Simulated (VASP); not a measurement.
# CdS (Hawleyite) (F-43m) in VASP: further runs

The runs below take CdS (Hawleyite) through single point, relaxation of cell and atoms, with PBEsol.

Everything below comes from runs of VASP 6.6.1. Logs are shortened: lines on timing, memory, paths and dates and some standing lists are left out, and cuts for length are marked.

## (1) The cell of the first run

It takes space group F-43m (No. 216, cubic). Conventional cell: a = 5.825 Å, b = 5.825 Å, c = 5.825 Å, α = 90.00°, β = 90.00°, γ = 90.00°. Cd (site symmetry -43m) has 4 S at 2.52 Å within 3.3 Å. S (site symmetry -43m) has 4 Cd at 2.52 Å within 3.3 Å.

## (2) Single point, PBEsol

Input file INCAR:

```
  PREC = Accurate
  ENCUT = 520
  EDIFF = 1E-7
  ISMEAR = -1
  SIGMA = 0.05
  LREAL = F
  LASPH = T
  NELM = 80
  ALGO = Normal
  ISIF = 2
  LWAVE = F
  LCHARG = T
  GGA = PS
  LELF = T
  LVHAR = T
  NBANDS = 16
```

Input file KPOINTS:

```
regular mesh
0
Gamma
  8 8 8
```

Input file POSCAR:

```
CdS
1.0
    0.0000000000      2.9127012686      2.9127012686
    2.9127012686      0.0000000000      2.9127012686
    2.9127012686      2.9127012686      0.0000000000
Cd S
1 1
Direct
    0.0000000000      0.0000000000      0.0000000000
    0.7500000000      0.7500000000      0.7500000000
```

Potentials or basis: VASP PAW PBE potentials, release 64 (Cd, S).

Launch:

```sh
> cat potpaw_PBE.64/Cd/POTCAR potpaw_PBE.64/S/POTCAR > POTCAR
> mpirun -np 1 vasp_std > vasp.out
```

OUTCAR:

```text
PREC = Accurate
   ENCUT = 520
   EDIFF = 1E-7
   ISMEAR = -1
   LREAL = F
   LASPH = T
   NELM = 80
   ISIF = 2
   GGA = PS

 ion  position               nearest neighbor table
   1  0.000  0.000  0.000-   2 2.52   2 2.52   2 2.52   2 2.52
   2  0.750  0.750  0.750-   1 2.52   1 2.52   1 2.52   1 2.52

  LATTYP: Found a face centered cubic cell.
 ALAT       =     5.8254025372

  Lattice vectors:

 A1 = (   0.0000000000,   2.9127012686,   2.9127012686)
 A2 = (   2.9127012686,   0.0000000000,   2.9127012686)
 A3 = (   2.9127012686,   2.9127012686,   0.0000000000)

Analysis of symmetry for initial positions (statically):
=====================================================================
 Subroutine PRICEL returns:
 Original cell was already a primitive cell.

 Routine SETGRP: Setting up the symmetry group for a
 face centered cubic supercell.

 Subroutine GETGRP returns: Found 24 space group operations
 (whereof 24 operations were pure point group operations)
 out of a pool of 48 trial point group operations.

The static configuration has the point symmetry T_d .

Analysis of symmetry for dynamics (positions and initial velocities):
=====================================================================
 Subroutine PRICEL returns:
 Original cell was already a primitive cell.

 Routine SETGRP: Setting up the symmetry group for a
 face centered cubic supercell.

 Subroutine GETGRP returns: Found 24 space group operations
 (whereof 24 operations were pure point group operations)
 out of a pool of 48 trial point group operations.

The dynamic configuration has the point symmetry T_d .

 Subroutine INISYM returns: Found 24 space group operations
 (whereof 24 operations are pure point group operations),
 and found     1 'primitive' translations

----------------------------------------------------------------------------------------

                                     Primitive cell

  volume of cell :      49.4217

  direct lattice vectors                    reciprocal lattice vectors
     0.000000000  2.912701269  2.912701269    -0.171661957  0.171661957  0.171661957
     2.912701269  0.000000000  2.912701269     0.171661957 -0.171661957  0.171661957
     2.912701269  2.912701269  0.000000000     0.171661957  0.171661957 -0.171661957

  length of vectors
     4.119181637  4.119181637  4.119181637     0.297327231  0.297327231  0.297327231

  position of ions in fractional coordinates (direct lattice)
     0.000000000  0.000000000  0.000000000
     0.750000000  0.750000000  0.750000000

  ion indices of the primitive-cell ions
   primitive index   ion index
                 1           1
                 2           2

----------------------------------------------------------------------------------------

 KPOINTS: regular mesh

Automatic generation of k-mesh.
 Grid dimensions read from file:
 generate k-points for:    8    8    8

 Generating k-lattice:

  Cartesian coordinates                     Fractional coordinates (reciprocal lattice)
    -0.021457745  0.021457745  0.021457745     0.125000000  0.000000000  0.000000000
     0.021457745 -0.021457745  0.021457745     0.000000000  0.125000000  0.000000000
     0.021457745  0.021457745 -0.021457745     0.000000000  0.000000000  0.125000000

  Length of vectors
     0.037165904  0.037165904  0.037165904

  Shift w.r.t. Gamma in fractional coordinates (k-lattice)
     0.000000000  0.000000000  0.000000000

 Subroutine IBZKPT returns following result:
 ===========================================

 Found     29 irreducible k-points:

 Following reciprocal coordinates:
            Coordinates               Weight
  0.000000  0.000000  0.000000      1.000000
  0.125000  0.000000  0.000000      8.000000
  0.250000  0.000000  0.000000      8.000000
  0.375000  0.000000  0.000000      8.000000
  0.500000  0.000000  0.000000      4.000000
  0.125000  0.125000  0.000000      6.000000
[... 16 lines left out ...]
  0.500000  0.250000  0.125000     48.000000
 -0.375000  0.250000  0.125000     24.000000
 [... further k-points ...]
   k-points           NKPTS =     29   k-points in BZ     NKDIM =     29   number of bands    NBANDS=     16
   number of dos      NEDOS =    301   number of ions     NIONS =      2
   total plane-waves  NPLWV =  32768
   dimension x,y,z NGX =    32 NGY =   32 NGZ =   32
   dimension x,y,z NGXF=    64 NGYF=   64 NGZF=   64
   ions per type =               1   1
   NGX,Y,Z   is equivalent  to a cutoff of  12.91, 12.91, 12.91 a.u.
   NGXF,Y,Z  is equivalent  to a cutoff of  25.83, 25.83, 25.83 a.u.
 SYSTEM =  unknown system
   PREC   = accura    normal or accurate (medium, high low for compatibility)
   ISTART =      0    job   : 0-new  1-cont  2-samecut
   ICHARG =      2    charge: 1-file 2-atom 10-const
   ISPIN  =      1    spin polarized calculation?
   LNONCOLLINEAR =      F non collinear calculations
   LSORBIT =      F    spin-orbit coupling
   LASPH  =      T    aspherical Exc in radial PAW
   ENCUT  =  520.0 eV  38.22 Ry    6.18 a.u.   7.66  7.66  7.66*2*pi/ulx,y,z
   NELM   =     80;   NELMIN=  2; NELMDL= -5     # of ELM steps
   EDIFF  = 0.1E-06   stopping-criterion for ELM
   LREAL  =      F    real-space projection
   EDIFFG = 0.1E-05   stopping-criterion for IOM
   NSW    =      0    number of steps for IOM
   IBRION =     -1    ionic relax: 0-MD 1-quasi-New 2-CG
   NFREE  =      0    steps in history (QN), initial steepest desc. (CG)
   ISIF   =      2    stress and relaxation
   ISYM   =      2    0-nonsym 1-usesym 2-fastsym
   POTIM  = 0.5000    time-step for ionic-motion
   TEBEG  =    0.0;   TEEND  =   0.0 temperature during run
   PSTRESS=    0.0 pullay stress
   NELECT =      18.0000    total number of electrons
   NUPDOWN=      -1.0000    fix difference up-down
   EMIN   =  10.00;   EMAX   =-10.00  energy-range for DOS
   EFERMI =   0.00;   METHOD = LEGACY
   ISMEAR =    -1;   SIGMA  =   0.05  broadening in eV -4-tet -1-fermi 0-gaus
   EFERMI_NEDOS =   21; number of points for ismear=-14 and -15
   IALGO  =     38    algorithm
   IMIX   =      4    mixing-type and parameters
     AMIX     =   0.40;   BMIX     =  1.00
     AMIX_MAG =   1.60;   BMIX_MAG =  1.00
  volume/ion in A,a.u.               =      24.71       166.76
  Fermi-wavevector in a.u.,A,eV,Ry     =   1.169122  2.209320 18.597063  1.366846
  Thomas-Fermi vector in A             =   2.305599
   LORBIT       =      0    0 simple, 1 ext, 2 COOP (PROOUT), +10 PAW based schemes
   GGA     = PS    functional components
   LHFCALC =     F    Hartree Fock is set to
   AEXX    =    0.0000 exact exchange contribution
   IVDW    =     0    specifies the selected vdW correction
   LEPSILON=     F    determine dielectric tensor
   LRPA    =     F    only Hartree local field effects (RPA)
 non-spin polarized calculation
  energy-cutoff  :      520.00
  volume of cell :       49.42
 maximum number of plane-waves:      1363
   NGX = 15   NGY = 15   NGZ = 15

 number of electron      18.0000004 magnetization

 Free energy of the ion-electron system (eV)
  ---------------------------------------------------
  ext. energy  EPLUGINS =         0.00000000
  ---------------------------------------------------
  free energy    TOTEN  =        -6.81319721 eV

  energy without entropy =       -6.81319684  energy(sigma->0) =       -6.81319703

 E-fermi :   1.7920     XC(G=0):  -9.3966

 val. band max:        1.2455544203   @ k =   0.0000   0.0000   0.0000
 cond. band min:       2.2619518207   @ k =   0.0000   0.0000   0.0000
 fundamental gap:      1.0163974004
 Fermi energy:         1.7920496396

 k-point     1 :       0.0000    0.0000    0.0000
  band No.  band energies     occupation
      1     -11.1635      2.00000
      2      -6.4982      2.00000
      3      -6.4982      2.00000
      4      -6.4982      2.00000
      5      -6.0045      2.00000
      6      -6.0045      2.00000
[... 8 lines left out ...]
     15      12.6976      0.00000
     16      12.6976      0.00000

 k-point     2 :       0.1250    0.0000    0.0000
  band No.  band energies     occupation
      1     -11.0991      2.00000
      2      -6.4751      2.00000
      3      -6.4751      2.00000
      4      -6.4456      2.00000
      5      -6.0057      2.00000
      6      -6.0057      2.00000
[... 8 lines left out ...]
     15      12.0595      0.00000
     16      13.0528      0.00000

 k-point     3 :       0.2500    0.0000    0.0000
  band No.  band energies     occupation
      1     -10.9425      2.00000
      2      -6.4252      2.00000
      3      -6.4252      2.00000
      4      -6.2537      2.00000
      5      -6.0004      2.00000
      6      -6.0004      2.00000
[... 8 lines left out ...]
     15      11.8128      0.00000
     16      12.3690      0.00000

 k-point     4 :       0.3750    0.0000    0.0000
  band No.  band energies     occupation
      1     -10.7857      2.00000
      2      -6.3868      2.00000
      3      -6.3868      2.00000
      4      -5.9799      2.00000
      5      -5.9799      2.00000
      6      -5.8910      2.00000
[... 8 lines left out ...]
     15      12.6835      0.00000
     16      12.6835      0.00000

 k-point     5 :       0.5000    0.0000    0.0000
  band No.  band energies     occupation
      1     -10.7212      2.00000
      2      -6.3750      2.00000
      3      -6.3750      2.00000
      4      -5.9660      2.00000
      5      -5.9660      2.00000
      6      -5.6202      2.00000
[... 8 lines left out ...]
     15      13.7599      0.00000
     16      13.7599      0.00000

 k-point     6 :       0.1250    0.1250    0.0000
  band No.  band energies     occupation
      1     -11.0778      2.00000
      2      -6.4569      2.00000
      3      -6.4531      2.00000
      4      -6.4531      2.00000
      5      -6.0214      2.00000
      6      -5.9914      2.00000
[... 8 lines left out ...]
     15      12.7995      0.00000
     16      13.7204      0.00000

 k-point     7 :       0.2500    0.1250    0.0000
  band No.  band energies     occupation
      1     -10.9523      2.00000
      2      -6.4231      2.00000
      3      -6.3994      2.00000
      4      -6.3174      2.00000
      5      -6.0248      2.00000
      6      -5.9788      2.00000
[... 8 lines left out ...]
     15      12.6572      0.00000
     16      13.7925      0.00000

 k-point     8 :       0.3750    0.1250    0.0000
  band No.  band energies     occupation
      1     -10.7962      2.00000
      2      -6.3831      2.00000
      3      -6.3545      2.00000
      4      -6.0897      2.00000
      5      -5.9637      2.00000
      6      -5.9239      2.00000
[... 8 lines left out ...]
     15      13.1869      0.00000
     16      13.2554      0.00000

 k-point     9 :       0.5000    0.1250    0.0000
  band No.  band energies     occupation
      1     -10.7020      2.00000
      2      -6.3632      2.00000
      3      -6.3401      2.00000
      4      -6.0097      2.00000
      5      -5.9625      2.00000
      6      -5.6105      2.00000
[... 8 lines left out ...]
     15      13.5323      0.00000
     16      13.7938      0.00000
[... 172 lines left out ...]
 k-point    19 :       0.5000    0.3750    0.0000
  band No.  band energies     occupation
      1     -10.6055      2.00000
      2      -6.2820      2.00000
      3      -6.1716      2.00000
      4      -6.1517      2.00000
      5      -5.9289      2.00000
      6      -5.5666      2.00000
[... 8 lines left out ...]
     15      13.9211      0.00000
     16      14.8734      0.00000

 k-point    20 :      -0.3750    0.3750    0.0000
  band No.  band energies     occupation
      1     -10.5976      2.00000
      2      -6.2987      2.00000
      3      -6.1979      2.00000
      4      -6.0991      2.00000
      5      -5.9589      2.00000
      6      -5.4172      2.00000
[... 8 lines left out ...]
     15      13.2115      0.00000
     16      15.4472      0.00000

 k-point    21 :       0.5000    0.5000    0.0000
  band No.  band energies     occupation
      1     -10.5847      2.00000
      2      -6.2859      2.00000
      3      -6.1399      2.00000
      4      -6.1399      2.00000
      5      -5.9146      2.00000
      6      -5.5568      2.00000
[... 8 lines left out ...]
     15      13.5972      0.00000
     16      14.7080      0.00000

 k-point    22 :       0.3750    0.2500    0.1250
  band No.  band energies     occupation
      1     -10.8275      2.00000
      2      -6.3727      2.00000
      3      -6.3454      2.00000
      4      -6.1843      2.00000
      5      -5.9995      2.00000
      6      -5.9442      2.00000
[... 8 lines left out ...]
     15      13.2090      0.00000
     16      14.9851      0.00000

 k-point    23 :       0.5000    0.2500    0.1250
  band No.  band energies     occupation
      1     -10.7042      2.00000
      2      -6.3361      2.00000
      3      -6.3089      2.00000
      4      -6.0757      2.00000
      5      -5.9705      2.00000
      6      -5.7146      2.00000
[... 8 lines left out ...]
     15      13.9827      0.00000
     16      14.2971      0.00000

 k-point    24 :      -0.3750    0.2500    0.1250
  band No.  band energies     occupation
      1     -10.6539      2.00000
      2      -6.3315      2.00000
      3      -6.2914      2.00000
      4      -6.0329      2.00000
      5      -5.9776      2.00000
      6      -5.5028      2.00000
[... 8 lines left out ...]
     15      13.4424      0.00000
     16      14.3779      0.00000

 [... further k-points ...]
[... 5 lines left out ...]
  --------------------------------------------------------------------------------------
  -------------------------------------------------------------------------------------
  Total        0.1124142      0.1124142      0.1124142      0.0000000      0.0000000      0.0000000
  in kB        3.6442969      3.6442969      3.6442969      0.0000000      0.0000000      0.0000000
  external PRESSURE =       3.6442969 kB  Pullay stress =       0.0000000 kB

 VOLUME and BASIS-vectors are now :
 -----------------------------------------------------------------------------
  energy-cutoff  :      520.00
  volume of cell :       49.42
      direct lattice vectors                 reciprocal lattice vectors
     0.000000000  2.912701269  2.912701269    -0.171661957  0.171661957  0.171661957
     2.912701269  0.000000000  2.912701269     0.171661957 -0.171661957  0.171661957
     2.912701269  2.912701269  0.000000000     0.171661957  0.171661957 -0.171661957

 POSITION                                       TOTAL-FORCE (eV/Angst)
 -----------------------------------------------------------------------------------
      0.00000      0.00000      0.00000        -0.000000     -0.000000     -0.000000
      4.36905      4.36905      4.36905         0.000000      0.000000      0.000000
 -----------------------------------------------------------------------------------
    total drift:                                0.000000      0.000000      0.000000

  FREE ENERGIE OF THE ION-ELECTRON SYSTEM (eV)
  ---------------------------------------------------
  free  energy   TOTEN  =        -6.8131972137 eV

  energy  without entropy=       -6.8131968364  energy(sigma->0) =       -6.81319703
```

Run time: 19 s. Hardware: 1 thread of Intel Xeon Platinum 8488C (Sapphire Rapids), shared host; peak memory 0.18 GiB.

Results:

```yaml
Free_energy: -6.8132 eV
Pressure: 0.4 GPa
Band_gap_on_the_k_mesh: 1.02 eV, direct
```

Caveat: the PAW data sets were made with another functional, which shifts forces and pressure a little.

## (3) Relaxation of cell and atoms, PBEsol

This run uses another cell than the first one, of 24.81 Å³/atom, 1.004 times its volume.

Input file INCAR:

```
SYSTEM = CdS
PREC     = Accurate       ! precision mode
ENCUT    = 600            ! plane-wave cutoff, eV
EDIFF    = 1E-7           ! SCF threshold, eV
ISMEAR   = -1             ! smearing method
SIGMA    = 0.05           ! smearing width, eV
LREAL    = .False.        ! projectors in reciprocal space
LASPH    = .True.         ! aspherical terms in the spheres
NELM     = 60             ! most SCF steps
ALGO     = Normal         ! electronic algorithm
ISIF     = 3              ! what is computed and relaxed
LWAVE    = .False.        ! write WAVECAR
LCHARG   = .False.        ! write CHGCAR
GGA      = PS             ! functional
IBRION   = 2              ! ionic algorithm
NSW      = 80             ! ionic steps
EDIFFG   = -0.01          ! ionic threshold
```

Input file KPOINTS:

```
Automatic mesh
0
Gamma
  8 8 8
  0 0 0
```

Input file POSCAR:

```
CdS
1.0
    0.0000000000      2.9165000000      2.9165000000
    2.9165000000      0.0000000000      2.9165000000
    2.9165000000      2.9165000000      0.0000000000
Cd S
1 1
Direct
    0.0000000000      0.0000000000      0.0000000000
    0.7500000000      0.7500000000      0.7500000000
```

Potentials or basis: VASP PAW PBE potentials, release 64 (Cd, S).

Launch:

```sh
> cat potpaw_PBE.64/Cd/POTCAR potpaw_PBE.64/S/POTCAR > POTCAR
> mpirun -np 1 vasp_std > vasp.out
```

It took 37 s on 1 thread of Intel Xeon Platinum 8488C (Sapphire Rapids), shared host; peak memory 0.22 GiB.

Results (log left out):

```yaml
Free_energy: -6.8137 eV
Relaxed_volume: 24.86 Å³/atom
Relaxed_cell: a = 4.127 Å, b = 4.127 Å, c = 4.127 Å, α = 60.00°, β = 60.00°, γ = 60.00°
Space_group_after_relaxing_to_0.05_Å: F-43m (No. 216)
Energy_gained_by_relaxing: 0.0 meV/atom
Ionic_steps: 2
Pressure_after_relaxing: 0.0 GPa
Band_gap_on_the_k_mesh: 1.00 eV, direct
```

Final structure:
```
Cd S
1.0
     0.00000    2.91837    2.91837
     2.91837    0.00000    2.91837
     2.91837    2.91837    0.00000
Cd S
1 1
Cartesian
  2.9184 0.0000 2.9184
  4.3776 4.3776 4.3776
```

Levels at points of the mesh, in eV from the valence-band top:
| k point | band 6 | band 7 | band 8 | band 9 | band 10 | band 11 | band 12 | band 13 |
| --- | --- | --- | --- | --- | --- | --- | --- | --- |
| (0.00, 0.00, 0.00) | -7.24 | 0.00 | 0.00 | 0.00 | 1.00 | 6.45 | 6.45 | 6.45 |
| (0.50, 0.00, 0.00) | -6.86 | -4.47 | -0.76 | -0.76 | 2.89 | 6.91 | 6.91 | 7.32 |
| (0.50, 0.50, 0.00) | -6.79 | -4.01 | -1.91 | -1.91 | 3.39 | 4.25 | 9.07 | 10.66 |

Caveat: the PAW data sets were made with another functional, which shifts forces and pressure a little. As with any semilocal functional, this PBEsol gap is likely too small.

(Part 1 of 2 ends here.)
